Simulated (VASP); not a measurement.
# Cd: single point with PBE

The system is Cd.

```
CELL_PARAMETERS angstrom
0.00000 3.46881 3.46881
3.46881 0.00000 3.46881
3.46881 3.46881 0.00000
ATOMIC_POSITIONS crystal
Cd 0.12500 0.12500 0.12500
Cd 0.87500 0.87500 0.87500
```

This cell differs from its parent crystal: volume scaled by 1.12.

```yaml
Program: VASP 6.6.1
Task: single point
Functional: PBE
Potentials_or_basis: VASP PAW PBE potentials, release 64 (Cd)
Cutoff: 520 eV
k_mesh: 13 × 13 × 13
Occupations: fermi-dirac, width 0.1 eV
Spin: no spin polarisation
```

```json
{"Pressure": "-1.0 GPa", "Band gap on the k mesh": "zero (band 12 reaches 3.58 eV, above the bottom of band 13 at -0.46 eV)"}
```

Levels at points of the mesh, in eV from the Fermi level:
| k point | band 10 | band 11 | band 12 | band 13 | band 14 | band 15 |
| --- | --- | --- | --- | --- | --- | --- |
| (0.00, 0.00, 0.00) | -8.35 | -5.93 | 3.79 | 3.79 | 3.79 | 3.81 |

Run time: 71 s on 1 thread of Intel Xeon 6975P-C, on a shared host, peak memory 0.27 GiB.
